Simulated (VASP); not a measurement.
# AlCo: single point with PBE

The system is AlCo.

```xyz
2
Lattice="2.8747 0.0000 0.0000 0.0000 2.8747 0.0000 0.0000 0.0000 2.8747" Properties=species:S:1:pos:R:3 pbc="T T T"
Al    0.0000    0.0000    0.0000
Co    1.4373    1.4373    1.4373
```

```
Program                : VASP 6.6.1
Task                   : single point
Functional             : PBE
Potentials or basis    : VASP PAW PBE potentials, release 64 (Al, Co)
Cutoff                 : 520 eV
k mesh                 : 10 × 10 × 10
Occupations            : fermi-dirac, width 0.1 eV
Spin                   : collinear spin, ferromagnetic start
Starting moments       : [0.0, 2.5] μB
Dipole correction      : no
Further INCAR settings : ALGO = Normal; EDIFF = 1e-07; NBANDS = 17
```

```
Pressure                                              : -4.0 GPa
Band gap on the k mesh                                : zero (filled and empty bands overlap)
Net moment                                            : 0.00 μB per cell
Valence electrons inside the program's atomic spheres : Al 0.81; Co 8.40
```

Levels at points of the mesh, in eV from the Fermi level:
Spin up:
```csv
k point,band 4,band 5,band 6,band 7,band 8,band 9
"(0.00, 0.00, 0.00)",-0.76,-0.76,-0.76,5.89,5.89,5.89
"(0.50, 0.00, 0.00)",-1.61,-1.61,-0.66,0.21,8.42,10.52
"(0.50, 0.50, 0.00)",-2.57,-1.40,-1.40,-0.18,2.40,3.35
"(0.50, 0.50, 0.50)",-0.15,-0.15,2.44,2.44,2.44,3.93
```
Spin down:
| k point | band 3 | band 4 | band 5 | band 6 | band 7 | band 8 | band 9 | band 10 |
| --- | --- | --- | --- | --- | --- | --- | --- | --- |
| (0.00, 0.00, 0.00) | -2.79 | -0.76 | -0.76 | -0.76 | 5.89 | 5.89 | 5.89 | 8.68 |
| (0.50, 0.00, 0.00) | -2.23 | -1.61 | -1.61 | -0.66 | 0.21 | 8.42 | 10.52 | 10.52 |
| (0.50, 0.50, 0.00) | -2.57 | -2.57 | -1.40 | -1.40 | -0.18 | 2.40 | 3.35 | 12.51 |
| (0.50, 0.50, 0.50) | -3.77 | -0.15 | -0.15 | 2.44 | 2.44 | 2.44 | 3.93 | 5.23 |

Run time: 17 s on 1 thread of Intel(R) Xeon(R) 6975P-C (Granite Rapids) (shared host), peak memory 0.17 GiB.

Caveat: the starting moments collapsed, and a magnetic state may lie lower.
